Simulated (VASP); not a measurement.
# MgO (I4/mmm) in VASP: further runs

MgO is run at these levels: PBEsol; tasks: single point.

Program: VASP 6.6.1. These are calculated values, not measurements. Logs are shortened: lines on timing, memory, paths and dates and some standing lists are left out, and cuts for length are marked.

## Step 1: The cell of the first run

It takes space group I4/mmm (No. 139, tetragonal). Conventional cell: a = 3.054 Å, b = 3.054 Å, c = 4.004 Å, α = 90.00°, β = 90.00°, γ = 90.00°. Mg (site symmetry 4/mmm) has 6 O at 2.00 to 2.16 Å within 2.7 Å. Within 2.7 Å of O (site symmetry 4/mmm) lie 6 Mg at 2.00 to 2.16 Å.

## Step 2: Single point, PBEsol (strain +0.025 along x and y, -0.050 along z)

The input, INCAR:

```
SYSTEM = MgO
  PREC = Accurate
  ENCUT = 520
  EDIFF = 1E-6
  ISMEAR = 0
  SIGMA = 0.05
  LREAL = .False.
  LASPH = .True.
  NELM = 100
  ALGO = Normal
  ISIF = 2
  LWAVE = .False.
  LCHARG = .False.
  GGA = PS
  NBANDS = 11
```

The input, KPOINTS:

```
regular mesh
0
Gamma
  10 10 10
  0 0 0
```

The input, POSCAR:

```
MgO
1.0
    0.0000000000      2.1597833635      2.0017504345
    2.1597833635      0.0000000000      2.0017504345
    2.1597833635      2.1597833635      0.0000000000
Mg O
1 1
Direct
    0.0000000000      0.0000000000      0.0000000000
    0.5000000000      0.5000000000      0.5000000000
```

Potentials or basis: VASP PAW PBE potentials, release 64 (Mg, O).

Started as:

```sh
cat potpaw_PBE.64/Mg/POTCAR potpaw_PBE.64/O/POTCAR > POTCAR
mpirun -np 1 vasp_std > vasp.out
```

OUTCAR:

```text
SYSTEM = MgO
   PREC = Accurate
   ENCUT = 520
   EDIFF = 1E-6
   ISMEAR = 0
   LREAL = .False.
   LASPH = .True.
   NELM = 100
   ISIF = 2
   GGA = PS

 ion  position               nearest neighbor table
   1  0.000  0.000  0.000-   2 2.00   2 2.00   2 2.16   2 2.16   2 2.16   2 2.16
   2  0.500  0.500  0.500-   1 2.00   1 2.00   1 2.16   1 2.16   1 2.16   1 2.16

  LATTYP: Found a body centered tetragonal cell.
 ALAT       =     3.0543949244
 C/A-ratio  =     1.3107345212

  Lattice vectors:

 A1 = (   0.0000000000,  -2.1597833635,  -2.0017504345)
 A2 = (   0.0000000000,   2.1597833635,  -2.0017504345)
 A3 = (   2.1597833635,   0.0000000000,   2.0017504345)

Analysis of symmetry for initial positions (statically):
=====================================================================
 Subroutine PRICEL returns:
 Original cell was already a primitive cell.

 Routine SETGRP: Setting up the symmetry group for a
 body centered tetragonal supercell.

 Subroutine GETGRP returns: Found 16 space group operations
 (whereof 16 operations were pure point group operations)
 out of a pool of 16 trial point group operations.

The static configuration has the point symmetry D_4h.

Analysis of symmetry for dynamics (positions and initial velocities):
=====================================================================
 Subroutine PRICEL returns:
 Original cell was already a primitive cell.

 Routine SETGRP: Setting up the symmetry group for a
 body centered tetragonal supercell.

 Subroutine GETGRP returns: Found 16 space group operations
 (whereof 16 operations were pure point group operations)
 out of a pool of 16 trial point group operations.

The dynamic configuration has the point symmetry D_4h.

 Subroutine INISYM returns: Found 16 space group operations
 (whereof 16 operations are pure point group operations),
 and found     1 'primitive' translations

----------------------------------------------------------------------------------------

                                     Primitive cell

  volume of cell :      18.6750

  direct lattice vectors                    reciprocal lattice vectors
     0.000000000  2.159783363  2.001750434    -0.231504700  0.231504700  0.249781387
     2.159783363  0.000000000  2.001750434     0.231504700 -0.231504700  0.249781387
     2.159783363  2.159783363  0.000000000     0.231504700  0.231504700 -0.249781387

  length of vectors
     2.944769767  2.944769767  3.054394924     0.411800429  0.411800429  0.411800429

  position of ions in fractional coordinates (direct lattice)
     0.000000000  0.000000000  0.000000000
[... 83 lines left out ...]
   NFREE  =      0    steps in history (QN), initial steepest desc. (CG)
   ISIF   =      2    stress and relaxation
   ISYM   =      2    0-nonsym 1-usesym 2-fastsym
   POTIM  = 0.5000    time-step for ionic-motion
   TEBEG  =    0.0;   TEEND  =   0.0 temperature during run
   PSTRESS=    0.0 pullay stress
   NELECT =       8.0000    total number of electrons
   NUPDOWN=      -1.0000    fix difference up-down
   EMIN   =  10.00;   EMAX   =-10.00  energy-range for DOS
[... 5 lines left out ...]
     AMIX     =   0.40;   BMIX     =  1.00
     AMIX_MAG =   1.60;   BMIX_MAG =  1.00
  volume/ion in A,a.u.               =       9.34        63.01
  Fermi-wavevector in a.u.,A,eV,Ry     =   1.234103  2.332116 20.721810  1.523010
  Thomas-Fermi vector in A             =   2.368807
   LORBIT       =      0    0 simple, 1 ext, 2 COOP (PROOUT), +10 PAW based schemes
   GGA     = PS    functional components
   LHFCALC =     F    Hartree Fock is set to
   AEXX    =    0.0000 exact exchange contribution
   IVDW    =     0    specifies the selected vdW correction
   LEPSILON=     F    determine dielectric tensor
   LRPA    =     F    only Hartree local field effects (RPA)
 non-spin polarized calculation
 Gauss-broadening in eV      SIGMA  =   0.05
  energy-cutoff  :      520.00
  volume of cell :       18.67
 maximum number of plane-waves:       519
 NGX is ok and might be reduce to    24
   NGX = 11   NGY = 11   NGZ = 11

 number of electron       8.0000004 magnetization

 Free energy of the ion-electron system (eV)
  ---------------------------------------------------
  ext. energy  EPLUGINS =         0.00000000
  ---------------------------------------------------
  free energy    TOTEN  =       -12.46118963 eV

  energy without entropy =      -12.46118963  energy(sigma->0) =      -12.46118963

 E-fermi :   3.3750     XC(G=0): -11.3033

 val. band max:        3.1180735507   @ k =   0.0000   0.0000   0.0000
 cond. band min:       7.6603826550   @ k =   0.0000   0.0000   0.0000
 fundamental gap:      4.5423091043
 Fermi energy:         3.3749989834

 k-point     1 :       0.0000    0.0000    0.0000
  band No.  band energies     occupation
      1     -14.1543      2.00000
      2       2.9314      2.00000
      3       3.1181      2.00000
      4       3.1181      2.00000
      5       7.6604      0.00000
      6      18.5045      0.00000
      7      18.5045      0.00000
      8      19.2965      0.00000
      9      22.6250      0.00000
     10      23.2041      0.00000
     11      25.8021      0.00000
[... 309 lines left out ...]
 k-point    24 :       0.4000    0.3000    0.0000
  band No.  band energies     occupation
      1     -12.7778      2.00000
      2      -0.5233      2.00000
      3       1.6227      2.00000
      4       1.7883      2.00000
      5      12.3788      0.00000
      6      12.7843      0.00000
      7      17.3650      0.00000
      8      20.5583      0.00000
      9      20.8808      0.00000
     10      27.2367      0.00000
     11      30.9037      0.00000

 [... further k-points ...]

------------------------ aborting loop because EDIFF is reached ----------------------------------------

  FORCE on cell =-STRESS in cart. coord.  units (eV):
  Direction    XX          YY          ZZ          XY          YZ          ZX
  --------------------------------------------------------------------------------------
  -------------------------------------------------------------------------------------
  Total       -0.5026308     -0.5026308      1.6394917      0.0000000      0.0000000      0.0000000
  in kB      -43.1220460    -43.1220460    140.6564009      0.0000000      0.0000000      0.0000000
  external PRESSURE =      18.1374363 kB  Pullay stress =       0.0000000 kB

 VOLUME and BASIS-vectors are now :
 -----------------------------------------------------------------------------
  energy-cutoff  :      520.00
  volume of cell :       18.67
      direct lattice vectors                 reciprocal lattice vectors
     0.000000000  2.159783363  2.001750434    -0.231504700  0.231504700  0.249781387
     2.159783363  0.000000000  2.001750434     0.231504700 -0.231504700  0.249781387
     2.159783363  2.159783363  0.000000000     0.231504700  0.231504700 -0.249781387

 POSITION                                       TOTAL-FORCE (eV/Angst)
 -----------------------------------------------------------------------------------
      0.00000      0.00000      0.00000         0.000000     -0.000000     -0.000000
      2.15978      2.15978      2.00175        -0.000000      0.000000      0.000000
 -----------------------------------------------------------------------------------
    total drift:                               -0.000000     -0.000000      0.000000

  FREE ENERGIE OF THE ION-ELECTRON SYSTEM (eV)
  ---------------------------------------------------
  free  energy   TOTEN  =       -12.4611896320 eV

  energy  without entropy=      -12.4611896320  energy(sigma->0) =      -12.46118963
```

OSZICAR:

```text
N       E                     dE             d eps       ncg     rms          rms(c)
DAV:   1     0.146265267455E+02    0.14627E+02   -0.45898E+03  2564   0.645E+02
DAV:   2    -0.132422061954E+02   -0.27869E+02   -0.26967E+02  2637   0.136E+02
DAV:   3    -0.138783335994E+02   -0.63613E+00   -0.63555E+00  2696   0.178E+01
DAV:   4    -0.138798170765E+02   -0.14835E-02   -0.14834E-02  2496   0.991E-01
DAV:   5    -0.138798217297E+02   -0.46532E-05   -0.46532E-05  2658   0.547E-02    0.674E+00
DAV:   6    -0.124984892875E+02    0.13813E+01   -0.77742E+00  2358   0.152E+01    0.220E+00
DAV:   7    -0.124752981044E+02    0.23191E-01   -0.51840E-02  2517   0.205E+00    0.131E+00
DAV:   8    -0.124616000992E+02    0.13698E-01   -0.24118E-02  2367   0.176E+00    0.229E-01
DAV:   9    -0.124612656422E+02    0.33446E-03   -0.47350E-04  2652   0.153E-01    0.136E-01
DAV:  10    -0.124611875323E+02    0.78110E-04   -0.44398E-04  2514   0.156E-01    0.538E-03
DAV:  11    -0.124611890422E+02   -0.15098E-05   -0.30259E-06  2550   0.133E-02    0.265E-03
DAV:  12    -0.124611896320E+02   -0.58982E-06   -0.16490E-07  1374   0.315E-03
   1 F= -.12461190E+02 E0= -.12461190E+02  d E =-.192385E-15
```

It took 26 s on 1 thread of Intel Xeon 6975P-C, shared host; peak memory 0.15 GiB.

Results:

* Free energy: -12.4612 eV
* Pressure: 1.8 GPa
* Band gap on the k mesh: 4.54 eV, direct

Levels at points of the mesh, in eV from the valence-band top:
| k point | band 2 | band 3 | band 4 | band 5 | band 6 | band 7 |
| --- | --- | --- | --- | --- | --- | --- |
| (0.00, 0.00, 0.00) | -0.19 | 0.00 | 0.00 | 4.54 | 15.39 | 15.39 |
| (0.50, 0.00, 0.00) | -4.73 | -0.81 | -0.66 | 7.66 | 12.40 | 15.32 |
| (0.50, 0.50, 0.00) | -3.99 | -1.64 | -1.64 | 8.36 | 9.85 | 13.59 |
| (0.50, 0.00, 0.50) | -4.30 | -1.53 | -1.08 | 9.20 | 9.88 | 12.58 |

Caveat: the cell differs from its parent crystal (strain +0.025 along x and y, -0.050 along z); the PAW data sets were made with another functional, which shifts forces and pressure a little.

## Step 3: Single point, PBEsol (strain +0.025 along x and y, -0.025 along z)

The input, INCAR:

```
SYSTEM = MgO
ALGO     = Normal         ! electronic algorithm
EDIFF    = 1E-7           ! SCF threshold, eV
ENCUT    = 520            ! plane-wave cutoff, eV
GGA      = PS             ! functional
ISIF     = 2              ! what is computed and relaxed
ISMEAR   = 0              ! smearing method
LASPH    = .True.         ! aspherical terms in the spheres
LCHARG   = .True.         ! write CHGCAR
LELF     = .True.         ! ELF
LREAL    = .False.        ! projectors in reciprocal space
LVHAR    = .True.       
LWAVE    = .False.        ! write WAVECAR
NBANDS   = 11             ! bands
NELM     = 60             ! most SCF steps
PREC     = Accurate       ! precision mode
SIGMA    = 0.05           ! smearing width, eV
```

The input, KPOINTS:

```
k-points
0
Gamma
  10 10 10
  0 0 0
```

The input, POSCAR:

```
MgO
1.0
    0.0000000000      2.1597833635      2.0544280775
    2.1597833635      0.0000000000      2.0544280775
    2.1597833635      2.1597833635      0.0000000000
Mg O
1 1
Direct
    0.0000000000      0.0000000000      0.0000000000
    0.5000000000      0.5000000000      0.5000000000
```

Potentials or basis: VASP PAW PBE potentials, release 64 (Mg, O).

Started as:

```sh
cat potpaw_PBE.64/Mg/POTCAR potpaw_PBE.64/O/POTCAR > POTCAR
mpirun -np 1 vasp_std > vasp.out
```

OUTCAR:

```text
SYSTEM = MgO
   EDIFF = 1E-7
   ENCUT = 520
   GGA = PS
   ISIF = 2
   ISMEAR = 0
   LASPH = .True.
   LREAL = .False.
   NELM = 60
   PREC = Accurate

 ion  position               nearest neighbor table
   1  0.000  0.000  0.000-   2 2.05   2 2.05   2 2.16   2 2.16   2 2.16   2 2.16
   2  0.500  0.500  0.500-   1 2.05   1 2.05   1 2.16   1 2.16   1 2.16   1 2.16

  LATTYP: Found a body centered tetragonal cell.
 ALAT       =     3.0543949244
 C/A-ratio  =     1.3452275350

  Lattice vectors:

 A1 = (   0.0000000000,  -2.1597833635,  -2.0544280775)
 A2 = (   0.0000000000,   2.1597833635,  -2.0544280775)
 A3 = (   2.1597833635,   0.0000000000,   2.0544280775)

Analysis of symmetry for initial positions (statically):
=====================================================================
 Subroutine PRICEL returns:
 Original cell was already a primitive cell.

 Routine SETGRP: Setting up the symmetry group for a
 body centered tetragonal supercell.

 Subroutine GETGRP returns: Found 16 space group operations
 (whereof 16 operations were pure point group operations)
 out of a pool of 16 trial point group operations.

The static configuration has the point symmetry D_4h.

[... 172 lines left out ...]
      3       2.9124      2.00000
      4       2.9124      2.00000
      5       7.2507      0.00000
      6      18.2233      0.00000
      7      18.2233      0.00000
      8      18.7384      0.00000
      9      22.1764      0.00000
     10      23.1987      0.00000
     11      24.8527      0.00000
[... 309 lines left out ...]
 k-point    24 :       0.4000    0.3000    0.0000
  band No.  band energies     occupation
      1     -12.9266      2.00000
      2      -0.6461      2.00000
      3       1.5167      2.00000
      4       1.6964      2.00000
      5      12.0638      0.00000
      6      12.5494      0.00000
      7      16.5928      0.00000
      8      20.2182      0.00000
      9      20.4957      0.00000
     10      26.9344      0.00000
     11      29.8304      0.00000

 [... further k-points ...]

------------------------ aborting loop because EDIFF is reached ----------------------------------------

  FORCE on cell =-STRESS in cart. coord.  units (eV):
  Direction    XX          YY          ZZ          XY          YZ          ZX
  --------------------------------------------------------------------------------------
  -------------------------------------------------------------------------------------
  Total       -0.7913888     -0.7913888      0.3817417      0.0000000      0.0000000     -0.0000000
  in kB      -66.1544612    -66.1544612     31.9108833      0.0000000      0.0000000     -0.0000000
  external PRESSURE =     -33.4660130 kB  Pullay stress =       0.0000000 kB

 VOLUME and BASIS-vectors are now :
 -----------------------------------------------------------------------------
  energy-cutoff  :      520.00
  volume of cell :       19.17
      direct lattice vectors                 reciprocal lattice vectors
     0.000000000  2.159783363  2.054428077    -0.231504700  0.231504700  0.243376736
     2.159783363  0.000000000  2.054428077     0.231504700 -0.231504700  0.243376736
     2.159783363  2.159783363  0.000000000     0.231504700  0.231504700 -0.243376736

 POSITION                                       TOTAL-FORCE (eV/Angst)
 -----------------------------------------------------------------------------------
      0.00000      0.00000      0.00000        -0.000000      0.000000     -0.000000
      2.15978      2.15978      2.05443         0.000000      0.000000      0.000000
 -----------------------------------------------------------------------------------
    total drift:                               -0.000000     -0.000000      0.000000

  FREE ENERGIE OF THE ION-ELECTRON SYSTEM (eV)
  ---------------------------------------------------
  free  energy   TOTEN  =       -12.4874664126 eV

  energy  without entropy=      -12.4874664126  energy(sigma->0) =      -12.48746641
```

Run time: 30 s. Hardware: 1 thread of Intel Xeon 6975P-C, shared host; peak memory 0.15 GiB.

What came out:

```yaml
Free_energy: -12.4875 eV
Pressure: -3.3 GPa
Band_gap_on_the_k_mesh: 4.34 eV, direct
```

Caveat: the cell differs from its parent crystal (strain +0.025 along x and y, -0.025 along z); the PAW data sets were made with another functional, which shifts forces and pressure a little.

(Part 1 of 2 ends here.)
